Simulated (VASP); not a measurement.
# Pd (I4/mmm) in VASP: single point with PBEsol

Aim: the single point of Pd with PBEsol.

All numbers are computed with VASP 6.6.1; they aren't measurements. Logs are shortened: lines on timing, memory, paths and dates and some standing lists are left out, and cuts for length are marked.

## 1. The cell of the first run

The structure is tetragonal, space group I4/mmm (No. 139). The conventional cell has a = 3.207 Å, b = 3.207 Å, c = 13.400 Å, α = 90.00°, β = 90.00°, γ = 90.00°. Pd (site symmetry 4/mmm) has 4 Pd at 3.21 Å within 4.2 Å.

## 2. Single point, PBEsol

Input file INCAR:

```
PREC     = Accurate       # precision mode
ENCUT    = 520            # plane-wave cutoff, eV
EDIFF    = 1E-7           # SCF threshold, eV
ISMEAR   = 1              # smearing method
SIGMA    = 0.15           # smearing width, eV
LREAL    = False          # projectors in reciprocal space
LASPH    = True           # aspherical terms in the spheres
NELM     = 60             # most SCF steps
ALGO     = Normal         # electronic algorithm
ISIF     = 2              # what is computed and relaxed
LWAVE    = False          # write WAVECAR
LCHARG   = False          # write CHGCAR
GGA      = PS             # functional
NBANDS   = 11             # bands
```

Input file KPOINTS:

```
Automatic mesh
0
Gamma
  10 10 10
```

Input file POSCAR:

```
Pd
1.0
   -1.6033930000      1.6033930000      6.7000100000
    1.6033930000     -1.6033930000      6.7000100000
    1.6033930000      1.6033930000     -6.7000100000
Pd
1
Direct
    0.0000000000      0.0000000000      0.0000000000
```

Potentials or basis: VASP PAW PBE potentials, release 64 (Pd).

On the command line:

```
$ cat potpaw_PBE.64/Pd/POTCAR > POTCAR
$ mpirun -np 1 vasp_std > vasp.out
```

OUTCAR:

```text
PREC = Accurate
   ENCUT = 520
   EDIFF = 1E-7
   ISMEAR = 1
   LREAL = False
   LASPH = True
   NELM = 60
   ISIF = 2
   GGA = PS

 ion  position               nearest neighbor table
   1  0.000  0.000  0.000-

  LATTYP: Found a body centered tetragonal cell.
 ALAT       =     3.2067860000
 C/A-ratio  =     4.1786449111

  Lattice vectors:

 A1 = (  -1.6033930000,   1.6033930000,   6.7000100000)
 A2 = (   1.6033930000,  -1.6033930000,   6.7000100000)
 A3 = (   1.6033930000,   1.6033930000,  -6.7000100000)

Analysis of symmetry for initial positions (statically):
=====================================================================
 Subroutine PRICEL returns:
 Original cell was already a primitive cell.

 Routine SETGRP: Setting up the symmetry group for a
 body centered tetragonal supercell.

 Subroutine GETGRP returns: Found 16 space group operations
 (whereof 16 operations were pure point group operations)
 out of a pool of 16 trial point group operations.

The static configuration has the point symmetry D_4h.

Analysis of symmetry for dynamics (positions and initial velocities):
=====================================================================
 Subroutine PRICEL returns:
 Original cell was already a primitive cell.

 Routine SETGRP: Setting up the symmetry group for a
 body centered tetragonal supercell.

 Subroutine GETGRP returns: Found 16 space group operations
 (whereof 16 operations were pure point group operations)
 out of a pool of 16 trial point group operations.

The dynamic configuration has the point symmetry D_4h.

 Subroutine INISYM returns: Found 16 space group operations
 (whereof 16 operations are pure point group operations),
 and found     1 'primitive' translations

----------------------------------------------------------------------------------------

                                     Primitive cell

  volume of cell :      68.8994

  direct lattice vectors                    reciprocal lattice vectors
    -1.603393000  1.603393000  6.700010000     0.000000000  0.311838707  0.074626754
     1.603393000 -1.603393000  6.700010000     0.311838707  0.000000000  0.074626754
     1.603393000  1.603393000 -6.700010000     0.311838707  0.311838707  0.000000000

  length of vectors
     7.073321159  7.073321159  7.073321159     0.320643933  0.320643933  0.441006529

  position of ions in fractional coordinates (direct lattice)
     0.000000000  0.000000000  0.000000000

  ion indices of the primitive-cell ions
   primitive index   ion index
                 1           1

----------------------------------------------------------------------------------------

 KPOINTS: Automatic mesh

Automatic generation of k-mesh.
 Grid dimensions read from file:
 generate k-points for:   10   10   10

 Generating k-lattice:

  Cartesian coordinates                     Fractional coordinates (reciprocal lattice)
     0.000000000  0.031183871  0.007462675     0.100000000  0.000000000 -0.000000000
     0.031183871  0.000000000  0.007462675     0.000000000  0.100000000 -0.000000000
     0.031183871  0.031183871  0.000000000     0.000000000  0.000000000  0.100000000

  Length of vectors
     0.032064393  0.032064393  0.044100653

  Shift w.r.t. Gamma in fractional coordinates (k-lattice)
     0.000000000  0.000000000  0.000000000

 Subroutine IBZKPT returns following result:
 ===========================================

 Found    102 irreducible k-points:

 Following reciprocal coordinates:
            Coordinates               Weight
  0.000000  0.000000  0.000000      1.000000
  0.100000 -0.000000  0.000000      8.000000
  0.200000 -0.000000  0.000000      8.000000
  0.300000  0.000000  0.000000      8.000000
  0.400000 -0.000000  0.000000      8.000000
  0.500000  0.000000  0.000000      4.000000
[... 16 lines left out ...]
  0.300000  0.300000  0.000000      8.000000
  0.400000  0.300000  0.000000     16.000000
 [... further k-points ...]
   k-points           NKPTS =    102   k-points in BZ     NKDIM =    102   number of bands    NBANDS=     11
   number of dos      NEDOS =    301   number of ions     NIONS =      1
   total plane-waves  NPLWV = 157464
   dimension x,y,z NGX =    54 NGY =   54 NGZ =   54
   dimension x,y,z NGXF=   108 NGYF=  108 NGZF=  108
   ions per type =               1
   NGX,Y,Z   is equivalent  to a cutoff of  12.69, 12.69, 12.69 a.u.
   NGXF,Y,Z  is equivalent  to a cutoff of  25.38, 25.38, 25.38 a.u.
 SYSTEM =  unknown system
   PREC   = accura    normal or accurate (medium, high low for compatibility)
   ISTART =      0    job   : 0-new  1-cont  2-samecut
   ICHARG =      2    charge: 1-file 2-atom 10-const
   ISPIN  =      1    spin polarized calculation?
   LNONCOLLINEAR =      F non collinear calculations
   LSORBIT =      F    spin-orbit coupling
   LASPH  =      T    aspherical Exc in radial PAW
   ENCUT  =  520.0 eV  38.22 Ry    6.18 a.u.  13.15 13.15 13.15*2*pi/ulx,y,z
   NELM   =     60;   NELMIN=  2; NELMDL= -5     # of ELM steps
   EDIFF  = 0.1E-06   stopping-criterion for ELM
   LREAL  =      F    real-space projection
   EDIFFG = 0.1E-05   stopping-criterion for IOM
   NSW    =      0    number of steps for IOM
   IBRION =     -1    ionic relax: 0-MD 1-quasi-New 2-CG
   NFREE  =      0    steps in history (QN), initial steepest desc. (CG)
   ISIF   =      2    stress and relaxation
   ISYM   =      2    0-nonsym 1-usesym 2-fastsym
   POTIM  = 0.5000    time-step for ionic-motion
   TEBEG  =    0.0;   TEEND  =   0.0 temperature during run
   PSTRESS=    0.0 pullay stress
   NELECT =      10.0000    total number of electrons
   NUPDOWN=      -1.0000    fix difference up-down
   EMIN   =  10.00;   EMAX   =-10.00  energy-range for DOS
   EFERMI =   0.00;   METHOD = LEGACY
   ISMEAR =     1;   SIGMA  =   0.15  broadening in eV -4-tet -1-fermi 0-gaus
   EFERMI_NEDOS =   21; number of points for ismear=-14 and -15
   IALGO  =     38    algorithm
   IMIX   =      4    mixing-type and parameters
     AMIX     =   0.40;   BMIX     =  1.00
     AMIX_MAG =   1.60;   BMIX_MAG =  1.00
  volume/ion in A,a.u.               =      68.90       464.96
  Fermi-wavevector in a.u.,A,eV,Ry     =   0.860339  1.625805 10.070808  0.740183
  Thomas-Fermi vector in A             =   1.977829
   LORBIT       =      0    0 simple, 1 ext, 2 COOP (PROOUT), +10 PAW based schemes
   GGA     = PS    functional components
   LHFCALC =     F    Hartree Fock is set to
   AEXX    =    0.0000 exact exchange contribution
   IVDW    =     0    specifies the selected vdW correction
   LEPSILON=     F    determine dielectric tensor
   LRPA    =     F    only Hartree local field effects (RPA)
 non-spin polarized calculation
 Methfessel and Paxton  Order N= 1 SIGMA  =   0.15
  energy-cutoff  :      520.00
  volume of cell :       68.90
 maximum number of plane-waves:      1888
 NGX is ok and might be reduce to    54
   NGX = 27   NGY = 27   NGZ = 27

 number of electron      10.0000001 magnetization

 Free energy of the ion-electron system (eV)
  ---------------------------------------------------
  ext. energy  EPLUGINS =         0.00000000
  ---------------------------------------------------
  free energy    TOTEN  =        -2.94448328 eV

  energy without entropy =       -2.94557935  energy(sigma->0) =       -2.94484863

 E-fermi :  -2.2686     XC(G=0):  -5.2452

 val. band max:       -2.2747670231   @ k =   0.5000   0.0000   0.0000
 cond. band min:      -2.2320048430   @ k =  -0.2000  -0.2000   0.2000
 fundamental gap:      0.0427621801
 Fermi energy:        -2.2685794720

 k-point     1 :       0.0000    0.0000    0.0000
  band No.  band energies     occupation
      1      -4.2626      2.00000
      2      -3.9091      2.00000
      3      -2.6549      2.00164
      4      -2.3473      1.76681
      5      -2.3473      1.76675
      6      -2.2320      0.60045
      7       1.2751      0.00000
      8       3.5553      0.00000
      9      11.1767      0.00000
     10      11.1767      0.00000
     11      11.8313      0.00000

 k-point     2 :       0.1000   -0.0000    0.0000
  band No.  band energies     occupation
      1      -4.1209      2.00000
      2      -3.8265      2.00000
      3      -2.6126      2.00555
      4      -2.4529      2.07091
      5      -2.3404      1.71672
      6      -2.2850      1.18360
      7       1.4616      0.00000
      8       3.7377      0.00000
      9       9.6215      0.00000
     10      11.4103      0.00000
     11      11.7830      0.00000

 k-point     3 :       0.2000   -0.0000    0.0000
  band No.  band energies     occupation
      1      -3.9265      2.00000
      2      -3.3893      2.00000
      3      -2.6977      2.00040
      4      -2.4722      2.06642
      5      -2.4196      2.05169
      6      -2.3224      1.56610
      7       1.9542      0.00000
      8       4.2909      0.00000
      9       7.2107      0.00000
     10      10.5023      0.00000
     11      11.8061      0.00000

 k-point     4 :       0.3000    0.0000    0.0000
  band No.  band energies     occupation
      1      -3.8089      2.00000
      2      -2.9554      2.00000
      3      -2.7530      2.00005
      4      -2.5789      2.01272
      5      -2.3000      1.34597
      6      -2.0302     -0.04711
      7       2.6517      0.00000
      8       4.8557      0.00000
      9       5.2140      0.00000
     10       8.5431      0.00000
     11      11.9278      0.00000
[... 239 lines left out ...]
 k-point    22 :      -0.2000    0.2000    0.0000
  band No.  band energies     occupation
      1      -3.3907      2.00000
      2      -3.2431      2.00000
      3      -2.7115      2.00024
      4      -2.6636      2.00125
      5      -2.5762      2.01351
      6      -2.1014     -0.06661
      7       2.8454      0.00000
      8       4.6058      0.00000
      9       7.6877      0.00000
     10       8.1677      0.00000
     11      10.8080      0.00000

 k-point    23 :       0.3000    0.3000    0.0000
  band No.  band energies     occupation
      1      -3.2847      2.00000
      2      -2.8930      2.00000
      3      -2.7996      2.00001
      4      -2.7760      2.00002
      5      -2.5593      2.01944
      6      -0.6962     -0.00000
      7       3.7419      0.00000
      8       5.6656      0.00000
      9       6.9483      0.00000
     10       7.5103      0.00000
     11       9.7878      0.00000

 k-point    24 :       0.4000    0.3000    0.0000
  band No.  band energies     occupation
      1      -3.4426      2.00000
      2      -3.0122      2.00000
      3      -2.7830      2.00001
      4      -2.6312      2.00332
      5      -2.3836      1.96224
      6       0.4777     -0.00000
      7       3.9266      0.00000
      8       4.6445      0.00000
      9       7.5193      0.00000
     10       8.2142      0.00000
     11       9.1427      0.00000

 [... further k-points ...]

------------------------ aborting loop because EDIFF is reached ----------------------------------------

  FORCE on cell =-STRESS in cart. coord.  units (eV):
  Direction    XX          YY          ZZ          XY          YZ          ZX
  --------------------------------------------------------------------------------------
  -------------------------------------------------------------------------------------
  Total       -3.2542354     -3.2542354     -0.0177946      0.0000000      0.0000000      0.0000000
  in kB      -75.6735562    -75.6735562     -0.4137929      0.0000000      0.0000000      0.0000000
  external PRESSURE =     -50.5869684 kB  Pullay stress =       0.0000000 kB

 VOLUME and BASIS-vectors are now :
 -----------------------------------------------------------------------------
  energy-cutoff  :      520.00
  volume of cell :       68.90
      direct lattice vectors                 reciprocal lattice vectors
    -1.603393000  1.603393000  6.700010000     0.000000000  0.311838707  0.074626754
     1.603393000 -1.603393000  6.700010000     0.311838707  0.000000000  0.074626754
     1.603393000  1.603393000 -6.700010000     0.311838707  0.311838707  0.000000000

 POSITION                                       TOTAL-FORCE (eV/Angst)
 -----------------------------------------------------------------------------------
      0.00000      0.00000      0.00000        -0.000000     -0.000000     -0.000000
 -----------------------------------------------------------------------------------
    total drift:                                0.000000      0.000000      0.000000

  FREE ENERGIE OF THE ION-ELECTRON SYSTEM (eV)
  ---------------------------------------------------
  free  energy   TOTEN  =        -2.9444832780 eV

  energy  without entropy=       -2.9455793470  energy(sigma->0) =       -2.94484863
```

Run time: 3.6 min. Hardware: 1 thread of AMD EPYC 7R13 (Zen 3), shared host; peak memory 0.38 GiB.

Results:

- Free energy: -2.9445 eV
- Pressure: -5.1 GPa
- Band gap on the k mesh: zero (band 5 reaches -1.84 eV, above the bottom of band 6 at -2.34 eV)

Stress tensor (GPa, compression positive):
```
-7.57  0.00  0.00
 0.00 -7.57  0.00
 0.00  0.00 -0.04
```

Caveat: the PAW data sets were made with another functional, which shifts forces and pressure a little.
